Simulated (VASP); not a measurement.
# InP (gw) (F-43m) in VASP: a series of runs

The runs below take InP (gw) through single point, with PBE.

All numbers are computed with VASP 6.6.1; they aren't measurements. Logs are shortened: lines on timing, memory, paths and dates and some standing lists are left out, and cuts for length are marked.

## (1) The cell of the first run

Symmetry: F-43m, No. 216, cubic system. The conventional cell has a = 5.959 Å, b = 5.959 Å, c = 5.959 Å, α = 90.00°, β = 90.00°, γ = 90.00°. Within 3.4 Å of In (site symmetry -43m) lie 4 P at 2.58 Å. P (site symmetry -43m) has 4 In at 2.58 Å within 3.4 Å.

## (2) Single point, PBE

INCAR reads:

```
SYSTEM = InP
  PREC = Accurate
  ENCUT = 500
  EDIFF = 1E-6
  ISMEAR = 0
  SIGMA = 0.01
  LREAL = .FALSE.
  LASPH = .TRUE.
  NELM = 120
  ALGO = Normal
  ISIF = 2
  LWAVE = .FALSE.
  LCHARG = .FALSE.
  GGA = PE
  NBANDS = 16
  GGA_COMPAT = .FALSE.
```

KPOINTS reads:

```
regular mesh
0
G
  4 4 4
  0 0 0
```

POSCAR reads:

```
InP
1.0
    0.0000000000      2.9795369336      2.9795369336
    2.9795369336      0.0000000000      2.9795369336
    2.9795369336      2.9795369336      0.0000000000
In P
1 1
Direct
    0.0000000000      0.0000000000      0.0000000000
    0.2500000000      0.2500000000      0.2500000000
```

Potentials or basis: VASP PAW PBE potentials, release 64 (In_d, P).

Started as:

```console
cat potpaw_PBE.64/In_d/POTCAR potpaw_PBE.64/P/POTCAR > POTCAR
mpirun -np 1 vasp_std > vasp.out
```

OUTCAR:

```text
SYSTEM = InP
   PREC = Accurate
   ENCUT = 500
   EDIFF = 1E-6
   ISMEAR = 0
   LREAL = .FALSE.
   LASPH = .TRUE.
   NELM = 120
   ISIF = 2
   GGA = PE

 ion  position               nearest neighbor table
   1  0.000  0.000  0.000-   2 2.58   2 2.58   2 2.58   2 2.58
   2  0.250  0.250  0.250-   1 2.58   1 2.58   1 2.58   1 2.58

  LATTYP: Found a face centered cubic cell.
 ALAT       =     5.9590738672

  Lattice vectors:

 A1 = (   0.0000000000,   2.9795369336,   2.9795369336)
 A2 = (   2.9795369336,   0.0000000000,   2.9795369336)
 A3 = (   2.9795369336,   2.9795369336,   0.0000000000)

Analysis of symmetry for initial positions (statically):
=====================================================================
 Subroutine PRICEL returns:
 Original cell was already a primitive cell.

 Routine SETGRP: Setting up the symmetry group for a
 face centered cubic supercell.

 Subroutine GETGRP returns: Found 24 space group operations
 (whereof 24 operations were pure point group operations)
 out of a pool of 48 trial point group operations.

The static configuration has the point symmetry T_d .

Analysis of symmetry for dynamics (positions and initial velocities):
=====================================================================
 Subroutine PRICEL returns:
 Original cell was already a primitive cell.

 Routine SETGRP: Setting up the symmetry group for a
 face centered cubic supercell.

 Subroutine GETGRP returns: Found 24 space group operations
 (whereof 24 operations were pure point group operations)
 out of a pool of 48 trial point group operations.

The dynamic configuration has the point symmetry T_d .

 Subroutine INISYM returns: Found 24 space group operations
 (whereof 24 operations are pure point group operations),
 and found     1 'primitive' translations

----------------------------------------------------------------------------------------

                                     Primitive cell

  volume of cell :      52.9025

  direct lattice vectors                    reciprocal lattice vectors
     0.000000000  2.979536934  2.979536934    -0.167811311  0.167811311  0.167811311
     2.979536934  0.000000000  2.979536934     0.167811311 -0.167811311  0.167811311
     2.979536934  2.979536934  0.000000000     0.167811311  0.167811311 -0.167811311

  length of vectors
     4.213701541  4.213701541  4.213701541     0.290657717  0.290657717  0.290657717

  position of ions in fractional coordinates (direct lattice)
     0.000000000  0.000000000  0.000000000
     0.250000000  0.250000000  0.250000000

  ion indices of the primitive-cell ions
   primitive index   ion index
                 1           1
                 2           2

----------------------------------------------------------------------------------------

 KPOINTS: regular mesh

Automatic generation of k-mesh.
 Grid dimensions read from file:
 generate k-points for:    4    4    4

 Generating k-lattice:

  Cartesian coordinates                     Fractional coordinates (reciprocal lattice)
    -0.041952828  0.041952828  0.041952828     0.250000000  0.000000000  0.000000000
     0.041952828 -0.041952828  0.041952828     0.000000000  0.250000000  0.000000000
     0.041952828  0.041952828 -0.041952828     0.000000000  0.000000000  0.250000000

  Length of vectors
     0.072664429  0.072664429  0.072664429

  Shift w.r.t. Gamma in fractional coordinates (k-lattice)
     0.000000000  0.000000000  0.000000000

 Subroutine IBZKPT returns following result:
 ===========================================

 Found      8 irreducible k-points:

 Following reciprocal coordinates:
            Coordinates               Weight
  0.000000  0.000000  0.000000      1.000000
  0.250000  0.000000  0.000000      8.000000
  0.500000  0.000000  0.000000      4.000000
  0.250000  0.250000  0.000000      6.000000
  0.500000  0.250000  0.000000     24.000000
 -0.250000  0.250000  0.000000     12.000000
  0.500000  0.500000  0.000000      3.000000
 -0.250000  0.500000  0.250000      6.000000
   k-points           NKPTS =      8   k-points in BZ     NKDIM =      8   number of bands    NBANDS=     16
   number of dos      NEDOS =    301   number of ions     NIONS =      2
   total plane-waves  NPLWV =  32768
   dimension x,y,z NGX =    32 NGY =   32 NGZ =   32
   dimension x,y,z NGXF=    64 NGYF=   64 NGZF=   64
   ions per type =               1   1
   NGX,Y,Z   is equivalent  to a cutoff of  12.63, 12.63, 12.63 a.u.
   NGXF,Y,Z  is equivalent  to a cutoff of  25.25, 25.25, 25.25 a.u.
 SYSTEM =  InP
   PREC   = accura    normal or accurate (medium, high low for compatibility)
   ISTART =      0    job   : 0-new  1-cont  2-samecut
   ICHARG =      2    charge: 1-file 2-atom 10-const
   ISPIN  =      1    spin polarized calculation?
   LNONCOLLINEAR =      F non collinear calculations
   LSORBIT =      F    spin-orbit coupling
   LASPH  =      T    aspherical Exc in radial PAW
   ENCUT  =  500.0 eV  36.75 Ry    6.06 a.u.   7.68  7.68  7.68*2*pi/ulx,y,z
   NELM   =    120;   NELMIN=  2; NELMDL= -5     # of ELM steps
   EDIFF  = 0.1E-05   stopping-criterion for ELM
   LREAL  =      F    real-space projection
[... 7 lines left out ...]
   TEBEG  =    0.0;   TEEND  =   0.0 temperature during run
   PSTRESS=    0.0 pullay stress
   NELECT =      18.0000    total number of electrons
   NUPDOWN=      -1.0000    fix difference up-down
   EMIN   =  10.00;   EMAX   =-10.00  energy-range for DOS
   EFERMI =   0.00;   METHOD = LEGACY
   ISMEAR =     0;   SIGMA  =   0.01  broadening in eV -4-tet -1-fermi 0-gaus
   EFERMI_NEDOS =   21; number of points for ismear=-14 and -15
   IALGO  =     38    algorithm
   IMIX   =      4    mixing-type and parameters
     AMIX     =   0.40;   BMIX     =  1.00
     AMIX_MAG =   1.60;   BMIX_MAG =  1.00
  volume/ion in A,a.u.               =      26.45       178.50
  Fermi-wavevector in a.u.,A,eV,Ry     =   1.142896  2.159761 17.772098  1.306212
  Thomas-Fermi vector in A             =   2.279593
   LORBIT       =      0    0 simple, 1 ext, 2 COOP (PROOUT), +10 PAW based schemes
   GGA     = PE    functional components
   LHFCALC =     F    Hartree Fock is set to
   AEXX    =    0.0000 exact exchange contribution
   IVDW    =     0    specifies the selected vdW correction
   LEPSILON=     F    determine dielectric tensor
   LRPA    =     F    only Hartree local field effects (RPA)
 non-spin polarized calculation
 Gauss-broadening in eV      SIGMA  =   0.01
  energy-cutoff  :      500.00
  volume of cell :       52.90
 maximum number of plane-waves:      1363
 NGX is ok and might be reduce to    32
   NGX = 15   NGY = 15   NGZ = 15

 number of electron      18.0000005 magnetization

 Free energy of the ion-electron system (eV)
  ---------------------------------------------------
  ext. energy  EPLUGINS =         0.00000000
  ---------------------------------------------------
  free energy    TOTEN  =        -8.30020597 eV

  energy without entropy =       -8.30020597  energy(sigma->0) =       -8.30020597

 E-fermi :   4.8122     XC(G=0):  -9.0436

 val. band max:        4.7045866598   @ k =   0.0000   0.0000   0.0000
 cond. band min:       5.1295291003   @ k =   0.0000   0.0000   0.0000
 fundamental gap:      0.4249424405
 Fermi energy:         4.8122355299

 k-point     1 :       0.0000    0.0000    0.0000
  band No.  band energies     occupation
      1      -9.4424      2.00000
      2      -9.4424      2.00000
      3      -9.4424      2.00000
      4      -9.3158      2.00000
      5      -9.3158      2.00000
      6      -6.4884      2.00000
[... 8 lines left out ...]
     15      14.0487      0.00000
     16      14.0487      0.00000

 k-point     2 :       0.2500    0.0000    0.0000
  band No.  band energies     occupation
      1      -9.4912      2.00000
      2      -9.4229      2.00000
      3      -9.4229      2.00000
      4      -9.3135      2.00000
      5      -9.3135      2.00000
      6      -5.8648      2.00000
[... 8 lines left out ...]
     15      13.2209      0.00000
     16      13.7174      0.00000

 k-point     3 :       0.5000    0.0000    0.0000
  band No.  band energies     occupation
      1      -9.5370      2.00000
      2      -9.4098      2.00000
      3      -9.4098      2.00000
      4      -9.3042      2.00000
      5      -9.3042      2.00000
      6      -4.9185      2.00000
[... 8 lines left out ...]
     15      15.2045      0.00000
     16      15.2045      0.00000

 k-point     4 :       0.2500    0.2500    0.0000
  band No.  band energies     occupation
      1      -9.5253      2.00000
      2      -9.3996      2.00000
      3      -9.3996      2.00000
      4      -9.3345      2.00000
      5      -9.3011      2.00000
      6      -5.6571      2.00000
[... 8 lines left out ...]
     15      14.5976      0.00000
     16      16.4521      0.00000

 k-point     5 :       0.5000    0.2500    0.0000
  band No.  band energies     occupation
      1      -9.5579      2.00000
      2      -9.3904      2.00000
      3      -9.3802      2.00000
      4      -9.3317      2.00000
      5      -9.2979      2.00000
      6      -4.6742      2.00000
[... 8 lines left out ...]
     15      15.3343      0.00000
     16      16.3954      0.00000

 k-point     6 :      -0.2500    0.2500    0.0000
  band No.  band energies     occupation
      1      -9.5332      2.00000
      2      -9.4040      2.00000
      3      -9.3977      2.00000
      4      -9.3165      2.00000
      5      -9.3110      2.00000
      6      -5.0259      2.00000
[... 8 lines left out ...]
     15      14.8284      0.00000
     16      16.3227      0.00000

 k-point     7 :       0.5000    0.5000    0.0000
  band No.  band energies     occupation
      1      -9.5952      2.00000
      2      -9.3569      2.00000
      3      -9.3551      2.00000
      4      -9.3551      2.00000
      5      -9.2864      2.00000
      6      -4.3157      2.00000
[... 8 lines left out ...]
     15      15.4150      0.00000
     16      16.3498      0.00000

 k-point     8 :      -0.2500    0.5000    0.2500
  band No.  band energies     occupation
      1      -9.5658      2.00000
      2      -9.3925      2.00000
      3      -9.3617      2.00000
      4      -9.3322      2.00000
      5      -9.3029      2.00000
      6      -4.2525      2.00000
[... 8 lines left out ...]
     15      15.7980      0.00000
     16      16.4934      0.00000

------------------------ aborting loop because EDIFF is reached ----------------------------------------

  FORCE on cell =-STRESS in cart. coord.  units (eV):
  Direction    XX          YY          ZZ          XY          YZ          ZX
  --------------------------------------------------------------------------------------
  -------------------------------------------------------------------------------------
  Total        0.0317887      0.0317887      0.0317887      0.0000000      0.0000000      0.0000000
  in kB        0.9627348      0.9627348      0.9627348      0.0000000      0.0000000      0.0000000
  external PRESSURE =       0.9627348 kB  Pullay stress =       0.0000000 kB

 VOLUME and BASIS-vectors are now :
 -----------------------------------------------------------------------------
  energy-cutoff  :      500.00
  volume of cell :       52.90
      direct lattice vectors                 reciprocal lattice vectors
     0.000000000  2.979536934  2.979536934    -0.167811311  0.167811311  0.167811311
     2.979536934  0.000000000  2.979536934     0.167811311 -0.167811311  0.167811311
     2.979536934  2.979536934  0.000000000     0.167811311  0.167811311 -0.167811311

 POSITION                                       TOTAL-FORCE (eV/Angst)
 -----------------------------------------------------------------------------------
      0.00000      0.00000      0.00000         0.000000      0.000000     -0.000000
      1.48977      1.48977      1.48977        -0.000000     -0.000000      0.000000
 -----------------------------------------------------------------------------------
    total drift:                               -0.000000     -0.000000     -0.000000

  FREE ENERGIE OF THE ION-ELECTRON SYSTEM (eV)
  ---------------------------------------------------
  free  energy   TOTEN  =        -8.3002059733 eV

  energy  without entropy=       -8.3002059733  energy(sigma->0) =       -8.30020597
```

Wall time 8.6 s (1 thread of Intel Xeon Platinum 8375C at 2.90GHz (Ice Lake), shared host); peak memory 0.17 GiB.

What came out:

```
Free energy            : -8.3002 eV
Pressure               : 0.1 GPa
Band gap on the k mesh : 0.42 eV, direct
```

Caveat: the k points lie up to 0.46 Å⁻¹ apart; spin-orbit coupling is left out, which moves the levels of the heavy elements.

## (3) Single point, PBE

INCAR reads:

```
ALGO = Normal
EDIFF = 1E-6
ENCUT = 500
GGA = PE
GGA_COMPAT = F
ISIF = 2
ISMEAR = 0
LASPH = T
LCHARG = F
LREAL = F
LWAVE = F
NBANDS = 16
NELM = 120
PREC = Accurate
SIGMA = 0.01
```

KPOINTS reads:

```
k-points
0
Gamma
  4 4 4
```

POSCAR is that of step 2.

Potentials or basis: VASP PAW PBE potentials, release 64 (In_d, P).

Started as:

```console
cat potpaw_PBE.64/In_d/POTCAR potpaw_PBE.64/P/POTCAR > POTCAR
mpirun -np 1 vasp_std > vasp.out
```

Wall time 9.1 s (1 thread of Intel Xeon Platinum 8375C at 2.90GHz (Ice Lake), shared host); peak memory 0.17 GiB.

It converged, with:

```
Free energy            : -8.3002 eV
Pressure               : 0.1 GPa
Band gap on the k mesh : 0.42 eV, direct
```

Levels at points of the mesh, in eV from the valence-band top:
```
           k point  band 7  band 8  band 9  band 10  band 11  band 12
(0.00, 0.00, 0.00)    0.00    0.00    0.00     0.42     4.06     4.06
(0.50, 0.00, 0.00)   -5.50   -0.91   -0.91     1.36     4.77     4.77
(0.50, 0.50, 0.00)   -5.57   -2.17   -2.17     1.82     2.24     8.91
```

Caveat: the k points lie up to 0.46 Å⁻¹ apart; spin-orbit coupling is left out, which moves the levels of the heavy elements.
